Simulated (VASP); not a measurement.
# CuI (Marshite) (P4/nmm) in VASP: single point with LDA

Aim: the single point of CuI (Marshite) with LDA.

Everything below comes from runs of VASP 6.6.1. Logs are shortened: lines on timing, memory, paths and dates and some standing lists are left out, and cuts for length are marked.

## Step 1: The cell of the first run

The structure is tetragonal, space group P4/nmm (No. 129). The conventional cell has a = 4.023 Å, b = 4.023 Å, c = 5.651 Å, α = 90.00°, β = 90.00°, γ = 90.00°. Cu (site symmetry -4m2) has 4 I at 2.60 Å and 4 Cu at 2.84 Å within 3.4 Å. I (site symmetry 4mm) has 4 Cu at 2.60 Å within 3.4 Å.

## Step 2: Single point, LDA

Contents of INCAR:

```
SYSTEM = CuI
  PREC = Accurate
  ENCUT = 520
  EDIFF = 1E-7
  ISMEAR = -1
  SIGMA = 0.05
  LREAL = .FALSE.
  LASPH = .TRUE.
  NELM = 60
  ALGO = Normal
  ISIF = 2
  LWAVE = .FALSE.
  LCHARG = .FALSE.
  NBANDS = 26
```

Contents of KPOINTS:

```
regular mesh
0
G
  6 6 4
  0 0 0
```

Contents of POSCAR:

```
CuI
1.0
    4.0229000000      0.0000000000      0.0000000000
    0.0000000000      4.0229000000      0.0000000000
    0.0000000000      0.0000000000      5.6506000000
Cu I
2 2
Direct
    0.0000000000      0.0000000000      0.0000000000
    0.5000000000      0.5000000000      0.0000000000
    0.0000000000      0.5000000000      0.2913000000
    0.5000000000      0.0000000000      0.7087000000
```

Potentials or basis: VASP PAW LDA potentials, release 64 (Cu, I).

Started as:

```console
$ cat potpaw_LDA.64/Cu/POTCAR potpaw_LDA.64/I/POTCAR > POTCAR
$ mpirun -np 1 vasp_std > vasp.out
```

OUTCAR:

```text
SYSTEM = CuI
   PREC = Accurate
   ENCUT = 520
   EDIFF = 1E-7
   ISMEAR = -1
   LREAL = .FALSE.
   LASPH = .TRUE.
   NELM = 60
   ISIF = 2

 ion  position               nearest neighbor table
   1  0.000  0.000  0.000-   3 2.60   4 2.60   3 2.60   4 2.60
   2  0.500  0.500  0.000-   3 2.60   4 2.60   4 2.60   3 2.60
   3  0.000  0.500  0.291-   1 2.60   2 2.60   1 2.60   2 2.60
   4  0.500  0.000  0.709-   1 2.60   2 2.60   2 2.60   1 2.60

  LATTYP: Found a simple tetragonal cell.
 ALAT       =     4.0229000000
 C/A-ratio  =     1.4046086157

  Lattice vectors:

 A1 = (   4.0229000000,   0.0000000000,   0.0000000000)
 A2 = (   0.0000000000,   4.0229000000,   0.0000000000)
 A3 = (   0.0000000000,   0.0000000000,   5.6506000000)

Analysis of symmetry for initial positions (statically):
=====================================================================
 Subroutine PRICEL returns:
 Original cell was already a primitive cell.

 Routine SETGRP: Setting up the symmetry group for a
 simple tetragonal supercell.

 Subroutine GETGRP returns: Found 16 space group operations
 (whereof  8 operations were pure point group operations)
 out of a pool of 16 trial point group operations.

The static configuration has the point symmetry D_2d.
 The point group associated with its full space group is D_4h.

Analysis of symmetry for dynamics (positions and initial velocities):
=====================================================================
 Subroutine PRICEL returns:
 Original cell was already a primitive cell.

 Routine SETGRP: Setting up the symmetry group for a
 simple tetragonal supercell.

 Subroutine GETGRP returns: Found 16 space group operations
 (whereof  8 operations were pure point group operations)
 out of a pool of 16 trial point group operations.

The dynamic configuration has the point symmetry D_2d.
 The point group associated with its full space group is D_4h.

 Subroutine INISYM returns: Found 16 space group operations
 (whereof  8 operations are pure point group operations),
 and found     1 'primitive' translations

----------------------------------------------------------------------------------------

                                     Primitive cell

  volume of cell :      91.4478

  direct lattice vectors                    reciprocal lattice vectors
     4.022900000  0.000000000  0.000000000     0.248576897  0.000000000  0.000000000
[... 84 lines left out ...]
   ISPIN  =      1    spin polarized calculation?
   LNONCOLLINEAR =      F non collinear calculations
   LSORBIT =      F    spin-orbit coupling
   LASPH  =      T    aspherical Exc in radial PAW
   ENCUT  =  520.0 eV  38.22 Ry    6.18 a.u.   7.48  7.48 10.51*2*pi/ulx,y,z
   NELM   =     60;   NELMIN=  2; NELMDL= -5     # of ELM steps
   EDIFF  = 0.1E-06   stopping-criterion for ELM
   LREAL  =      F    real-space projection
   EDIFFG = 0.1E-05   stopping-criterion for IOM
   NSW    =      0    number of steps for IOM
   IBRION =     -1    ionic relax: 0-MD 1-quasi-New 2-CG
   NFREE  =      0    steps in history (QN), initial steepest desc. (CG)
   ISIF   =      2    stress and relaxation
   ISYM   =      2    0-nonsym 1-usesym 2-fastsym
   POTIM  = 0.5000    time-step for ionic-motion
   TEBEG  =    0.0;   TEEND  =   0.0 temperature during run
   PSTRESS=    0.0 pullay stress
   NELECT =      36.0000    total number of electrons
   NUPDOWN=      -1.0000    fix difference up-down
   EMIN   =  10.00;   EMAX   =-10.00  energy-range for DOS
   EFERMI =   0.00;   METHOD = LEGACY
   ISMEAR =    -1;   SIGMA  =   0.05  broadening in eV -4-tet -1-fermi 0-gaus
   EFERMI_NEDOS =   21; number of points for ismear=-14 and -15
   IALGO  =     38    algorithm
   IMIX   =      4    mixing-type and parameters
     AMIX     =   0.40;   BMIX     =  1.00
     AMIX_MAG =   1.60;   BMIX_MAG =  1.00
  volume/ion in A,a.u.               =      22.86       154.28
  Fermi-wavevector in a.u.,A,eV,Ry     =   1.199825  2.267341 19.586682  1.439581
  Thomas-Fermi vector in A             =   2.335678
   LORBIT       =      0    0 simple, 1 ext, 2 COOP (PROOUT), +10 PAW based schemes
   GGA     = CA    functional components
   LHFCALC =     F    Hartree Fock is set to
   AEXX    =    0.0000 exact exchange contribution
   IVDW    =     0    specifies the selected vdW correction
   LEPSILON=     F    determine dielectric tensor
   LRPA    =     F    only Hartree local field effects (RPA)
 non-spin polarized calculation
  energy-cutoff  :      520.00
  volume of cell :       91.45
 maximum number of plane-waves:      2486
 NGX is ok and might be reduce to    30
   NGX = 15   NGY = 15   NGZ = 21

 number of electron      36.0000013 magnetization

 Free energy of the ion-electron system (eV)
  ---------------------------------------------------
  ext. energy  EPLUGINS =         0.00000000
  ---------------------------------------------------
  free energy    TOTEN  =       -13.88043800 eV

  energy without entropy =      -13.88043798  energy(sigma->0) =      -13.88043799

 E-fermi :   7.1258     XC(G=0): -10.3110

 val. band max:        6.3877288549   @ k =   0.0000   0.0000   0.0000
 cond. band min:       7.8178938406   @ k =   0.0000   0.0000   0.0000
 fundamental gap:      1.4301649856
 Fermi energy:         7.1257596159

 k-point     1 :       0.0000    0.0000    0.0000
  band No.  band energies     occupation
      1      -8.3910      2.00000
      2      -7.0621      2.00000
      3      -0.2095      2.00000
      4       2.3338      2.00000
      5       2.3402      2.00000
      6       2.3402      2.00000
[... 685 lines left out ...]
     25      14.0184      0.00000
     26      14.0184      0.00000

 [... further k-points ...]
[... 5 lines left out ...]
  --------------------------------------------------------------------------------------
  -------------------------------------------------------------------------------------
  Total        0.0149214      0.0149214      0.6817562      0.0000000      0.0000000      0.0000000
  in kB        0.2614254      0.2614254     11.9444626      0.0000000      0.0000000      0.0000000
  external PRESSURE =       4.1557712 kB  Pullay stress =       0.0000000 kB

 VOLUME and BASIS-vectors are now :
 -----------------------------------------------------------------------------
  energy-cutoff  :      520.00
  volume of cell :       91.45
      direct lattice vectors                 reciprocal lattice vectors
     4.022900000  0.000000000  0.000000000     0.248576897  0.000000000  0.000000000
     0.000000000  4.022900000  0.000000000     0.000000000  0.248576897  0.000000000
     0.000000000  0.000000000  5.650600000     0.000000000  0.000000000  0.176972357

 POSITION                                       TOTAL-FORCE (eV/Angst)
 -----------------------------------------------------------------------------------
      0.00000      0.00000      0.00000        -0.000000      0.000000      0.000000
      2.01145      2.01145      0.00000        -0.000000     -0.000000      0.000000
      0.00000      2.01145      1.64602        -0.000000     -0.000000     -0.324956
      2.01145      0.00000      4.00458         0.000000      0.000000      0.324956
 -----------------------------------------------------------------------------------
    total drift:                                0.000000      0.000000     -0.000000

  FREE ENERGIE OF THE ION-ELECTRON SYSTEM (eV)
  ---------------------------------------------------
  free  energy   TOTEN  =       -13.8804380045 eV

  energy  without entropy=      -13.8804379835  energy(sigma->0) =      -13.88043799
```

stdout:

```text
POSCAR found type information on POSCAR CuI
 POSCAR found :  2 types and       4 ions
 scaLAPACK will be used
 LDA part: xc-table for (Slater(with rela. corr.)+CA(PZ))
 , standard interpolation
 POSCAR, INCAR and KPOINTS ok, starting setup
 FFT: planning ... GRIDC
 FFT: planning ... GRID_SOFT
 FFT: planning ... GRID
 WAVECAR not read
 entering main loop
```

Wall time 65 s (1 thread of AMD EPYC 7R13 (Zen 3), shared host); peak memory 0.17 GiB.

Results:

| Property | Result |
| --- | --- |
| Free energy | -13.8804 eV |
| Pressure | 0.4 GPa |
| Largest force | 0.325 eV/Å |
| Band gap on the k mesh | 1.43 eV, direct |

Forces in eV/Å, atoms in the order of the input:
```
Cu   0.000  0.000  0.000
Cu   0.000  0.000  0.000
I    0.000  0.000 -0.325
I    0.000  0.000  0.325
```

Caveat: spin-orbit coupling is left out, which moves the levels of the heavy elements.
